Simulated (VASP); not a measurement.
# Cu2Ni (Fmmm) in VASP: single point with PBE

Aim: the single point of Cu2Ni with PBE.

Everything below comes from runs of VASP 6.6.1. Logs are shortened: lines on timing, memory, paths and dates and some standing lists are left out, and cuts for length are marked.

### Step 1. The cell of the first run

The structure is orthorhombic, space group Fmmm (No. 69). Conventional cell: a = 3.182 Å, b = 3.862 Å, c = 11.587 Å, α = 90.00°, β = 90.00°, γ = 90.00°. Cu (site symmetry mm2) has 10 Cu at 2.50 to 3.18 Å and 4 Ni at 2.50 to 2.73 Å within 3.3 Å. Within 3.3 Å of Ni (site symmetry mmm) lie 6 Ni at 2.50 to 3.18 Å and 8 Cu at 2.50 to 2.73 Å.

### Step 2. Single point, PBE, collinear spin, ferromagnetic start

INCAR

```
PREC = Accurate ; ENCUT = 520
EDIFF = 1E-6 ; ISMEAR = 0
SIGMA = 0.1 ; LREAL = F
LASPH = T ; NELM = 150
ALGO = Normal ; ISIF = 2
LWAVE = F ; LCHARG = F
ISPIN = 2 ; MAGMOM = 0 0 2
LORBIT = 11 ; LMAXMIX = 4
GGA = PE ; NBANDS = 27
```

KPOINTS

```
regular mesh
0
Gamma
  8 8 8
```

POSCAR

```
Cu2Ni
1.0
    0.0000000000      1.9312305600      5.7936916800
    1.5908362700      0.0000000000      5.7936916800
    1.5908362700      1.9312305600      0.0000000000
Cu Ni
2 1
Direct
    0.1666666700      0.1666666700      0.8333333300
    0.8333333300      0.8333333300      0.1666666700
    0.5000000000      0.5000000000      0.5000000000
```

Potentials or basis: VASP PAW PBE potentials, release 64 (Cu, Ni).

The run is started by

```bash
> cat potpaw_PBE.64/Cu/POTCAR potpaw_PBE.64/Ni/POTCAR > POTCAR
> mpirun -np 1 vasp_std > vasp.out
```

OUTCAR:

```text
PREC = Accurate
   ENCUT = 520
   EDIFF = 1E-6
   ISMEAR = 0
   LREAL = F
   LASPH = T
   NELM = 150
   ISIF = 2
   ISPIN = 2
   LORBIT = 11
   GGA = PE

 ion  position               nearest neighbor table
   1  0.167  0.167  0.833-   2 2.50   2 2.50   3 2.50   3 2.50   2 2.73   2 2.73   3 2.73   3 2.73

   2  0.833  0.833  0.167-   1 2.50   1 2.50   3 2.50   3 2.50   1 2.73   1 2.73   3 2.73   3 2.73

   3  0.500  0.500  0.500-   1 2.50   1 2.50   2 2.50   2 2.50   2 2.73   1 2.73   1 2.73   2 2.73

  LATTYP: Found a face centered orthorhombic cell.
 ALAT       =     3.1816725400
 B/A-ratio  =     1.2139719193
 C/A-ratio  =     3.6419157579

  Lattice vectors:

 A1 = (   0.0000000000,   1.9312305600,   5.7936916800)
 A2 = (   1.5908362700,   0.0000000000,   5.7936916800)
 A3 = (   1.5908362700,   1.9312305600,   0.0000000000)

Analysis of symmetry for initial positions (statically):
=====================================================================
 Subroutine PRICEL returns:
 Original cell was already a primitive cell.

 Routine SETGRP: Setting up the symmetry group for a
 face centered orthorhombic supercell.

 Subroutine GETGRP returns: Found  8 space group operations
 (whereof  8 operations were pure point group operations)
 out of a pool of  8 trial point group operations.

The static configuration has the point symmetry D_2h.

Analysis of symmetry for dynamics (positions and initial velocities):
=====================================================================
 Subroutine PRICEL returns:
 Original cell was already a primitive cell.

 Routine SETGRP: Setting up the symmetry group for a
 face centered orthorhombic supercell.

 Subroutine GETGRP returns: Found  8 space group operations
 (whereof  8 operations were pure point group operations)
 out of a pool of  8 trial point group operations.

The dynamic configuration has the point symmetry D_2h.

Analysis of structural, dynamic, and magnetic symmetry:
=====================================================================
 Subroutine PRICEL returns:
 Original cell was already a primitive cell.

 Routine SETGRP: Setting up the symmetry group for a
 face centered orthorhombic supercell.

 Subroutine GETGRP returns: Found  8 space group operations
 (whereof  8 operations were pure point group operations)
 out of a pool of  8 trial point group operations.

The overall configuration has the point symmetry D_2h.

 Subroutine INISYM returns: Found  8 space group operations
 (whereof  8 operations are pure point group operations),
 and found     1 'primitive' translations

[... 119 lines left out ...]
  Thomas-Fermi vector in A             =   2.680251
   LORBIT       =     11    0 simple, 1 ext, 2 COOP (PROOUT), +10 PAW based schemes
   GGA     = PE    functional components
   LHFCALC =     F    Hartree Fock is set to
   AEXX    =    0.0000 exact exchange contribution
   IVDW    =     0    specifies the selected vdW correction
   LEPSILON=     F    determine dielectric tensor
   LRPA    =     F    only Hartree local field effects (RPA)
 spin polarized calculation
 Gauss-broadening in eV      SIGMA  =   0.10
  energy-cutoff  :      520.00
  volume of cell :       35.60
 maximum number of plane-waves:       979
 NGX is ok and might be reduce to    48
   NGX = 23   NGY = 23   NGZ =  9

 number of electron      32.0000009 magnetization       0.1070587

 Free energy of the ion-electron system (eV)
  ---------------------------------------------------
  ext. energy  EPLUGINS =         0.00000000
  ---------------------------------------------------
  free energy    TOTEN  =       -12.77698414 eV

  energy without entropy =      -12.76761772  energy(sigma->0) =      -12.77230093

 E-fermi :   7.5374     XC(G=0): -12.7092

 val. band max:        7.5332298443   @ k =  -0.3750   0.1250   0.3750
 cond. band min:       7.5394064092   @ k =   0.5000  -0.2500   0.2500
 fundamental gap:      0.0061765649
 Fermi energy:         7.5373963209

 spin component 1

 k-point     1 :       0.0000    0.0000    0.0000
  band No.  band energies     occupation
      1      -1.2974      1.00000
      2       2.2956      1.00000
      3       2.6797      1.00000
      4       3.7717      1.00000
      5       4.1424      1.00000
      6       4.7723      1.00000
[... 709 lines left out ...]
     26      26.9373      0.00000
     27      27.1870      0.00000

 [... further k-points ...]

 spin component 2

 k-point     1 :       0.0000    0.0000    0.0000
  band No.  band energies     occupation
      1      -1.3005      1.00000
      2       2.2907      1.00000
      3       2.6911      1.00000
      4       3.7702      1.00000
      5       4.1590      1.00000
      6       4.7810      1.00000
[... 709 lines left out ...]
     26      26.9355      0.00000
     27      27.1858      0.00000

 [... further k-points ...]
[... 5 lines left out ...]
  --------------------------------------------------------------------------------------
  -------------------------------------------------------------------------------------
  Total       -0.3339949     -1.0087472     -1.0023918      0.0000000      0.0000000      0.0000000
  in kB      -15.0316072    -45.3991731    -45.1131430      0.0000000      0.0000000      0.0000000
  external PRESSURE =     -35.1813078 kB  Pullay stress =       0.0000000 kB

 VOLUME and BASIS-vectors are now :
 -----------------------------------------------------------------------------
  energy-cutoff  :      520.00
  volume of cell :       35.60
      direct lattice vectors                 reciprocal lattice vectors
     0.000000000  1.931230560  5.793691680    -0.314300101  0.258902282  0.086300761
     1.590836270  0.000000000  5.793691680     0.314300101 -0.258902282  0.086300761
     1.590836270  1.931230560  0.000000000     0.314300101  0.258902282 -0.086300761

 POSITION                                       TOTAL-FORCE (eV/Angst)
 -----------------------------------------------------------------------------------
      1.59084      1.93123      1.93123         0.000000      0.000000     -0.301366
      1.59084      1.93123      9.65615         0.000000      0.000000      0.301366
      1.59084      1.93123      5.79369         0.000000     -0.000000     -0.000000
 -----------------------------------------------------------------------------------
    total drift:                               -0.000000     -0.000000      0.000000

  FREE ENERGIE OF THE ION-ELECTRON SYSTEM (eV)
  ---------------------------------------------------
  free  energy   TOTEN  =       -12.7769841367 eV

  energy  without entropy=      -12.7676177241  energy(sigma->0) =      -12.77230093

 total charge

# of ion       s       p       d       tot
------------------------------------------
    1        0.443   0.382   9.165   9.989
    2        0.443   0.382   9.165   9.989
    3        0.448   0.398   8.361   9.206
--------------------------------------------------
tot          1.333   1.161  26.691  29.185

 magnetization (x)

# of ion       s       p       d       tot
------------------------------------------
    1       -0.000  -0.002   0.001  -0.001
    2       -0.000  -0.002   0.001  -0.001
    3       -0.000  -0.000   0.114   0.113
--------------------------------------------------
tot         -0.001  -0.004   0.116   0.111
```

Run time: 4.9 min. Hardware: 1 thread of Intel Xeon Platinum 8259CL at 2.50GHz (Skylake/Cascade Lake), shared host; peak memory 0.33 GiB.

What came out:

| Item | Value |
| --- | --- |
| Free energy | -12.7770 eV |
| Pressure | -3.5 GPa |
| Largest force | 0.301 eV/Å |
| Net moment | 0.11 μB per cell |
| Site moments | Cu -0.00; Ni +0.11 μB |
| Valence electrons inside the program's atomic spheres | Cu 9.99; Ni 9.21 |

Forces on the atoms (eV/Å):
```
Cu   0.000  0.000 -0.301
Cu   0.000  0.000  0.301
Ni   0.000  0.000  0.000
```

Stress tensor (GPa, compression positive):
```
-1.50  0.00  0.00
 0.00 -4.54  0.00
 0.00  0.00 -4.51
```

Levels at points of the mesh, in eV from the Fermi level:
Spin up:
```
           k point  band 13  band 14  band 15  band 16  band 17  band 18  band 19  band 20
(0.00, 0.00, 0.00)    -1.70    -1.68    -1.13    -0.39    -0.38    -0.20    11.68    12.04
(0.50, 0.00, 0.00)    -0.91    -0.51    -0.40    -0.33     0.31     1.08     4.70     7.00
(0.50, 0.50, 0.00)    -1.82    -1.50    -0.36    -0.21    -0.20     0.76     6.23    15.57
(0.50, 0.00, 0.50)    -0.94    -0.40     0.34     0.73     6.09     7.12     7.18     7.34
(0.00, 0.50, 0.50)    -0.55    -0.39     0.34     3.14     3.26     5.28     6.14     7.07
```
Spin down:
| k point | band 12 | band 13 | band 14 | band 15 | band 16 | band 17 | band 18 | band 19 | band 20 | band 21 |
| --- | --- | --- | --- | --- | --- | --- | --- | --- | --- | --- |
| (0.00, 0.00, 0.00) | -1.79 | -1.70 | -1.68 | -1.06 | -0.31 | -0.29 | -0.11 | 11.68 | 12.06 | 16.91 |
| (0.50, 0.00, 0.00) | -1.64 | -0.88 | -0.42 | -0.41 | -0.24 | 0.31 | 1.18 | 4.73 | 7.00 | 7.57 |
| (0.50, 0.50, 0.00) | -1.82 | -1.80 | -1.44 | -0.27 | -0.13 | -0.12 | 0.75 | 6.25 | 15.57 | 15.62 |
| (0.50, 0.00, 0.50) | -1.10 | -0.88 | -0.31 | 0.57 | 0.73 | 6.10 | 7.12 | 7.18 | 7.34 | 7.52 |
| (0.00, 0.50, 0.50) | -1.20 | -0.49 | -0.30 | 0.57 | 3.15 | 3.26 | 5.28 | 6.13 | 7.10 | 10.73 |
